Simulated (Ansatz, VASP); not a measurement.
**BN: VASP beside Ansatz**

```
CELL_PARAMETERS angstrom
2.76207 0.00000 0.00000
-1.38104 2.15498 0.00000
0.00000 0.00000 7.20975
ATOMIC_POSITIONS crystal
B 0.33333 0.66667 0.25000
B 0.66667 0.33333 0.75000
N 0.33333 0.66667 0.75000
N 0.66667 0.33333 0.25000
```

Change from the starting cell: normal strain along x +0.1100, normal strain along z +0.1100.

Alike in both runs: task relaxation of the atoms; functional LDA; k mesh 12 × 12 × 4; occupations gaussian, width 0.05 eV; no spin polarisation.

|  | VASP | Ansatz |
| --- | --- | --- |
| version | VASP 6.6.1 | Ansatz 0.2.0 |
| potentials or method | VASP PAW LDA potentials, release 64 (B, N), cutoff 520 eV | scalar-relativistic, plane waves, PAW |
| valence electrons in the cell | 16 | 16 |

```tsv
	VASP	Ansatz	Ansatz less VASP
gap on the k mesh at the Fermi level, each at its own relaxed structure (eV)	3.68	3.74	+0.063
```

Ansatz warns that its potentials were made for another functional, while VASP's fit it. LDA's correlation is that of Perdew and Zunger in VASP and of Perdew and Wang (1992) in Ansatz. Ansatz's warnings: stress scf threshold loose.
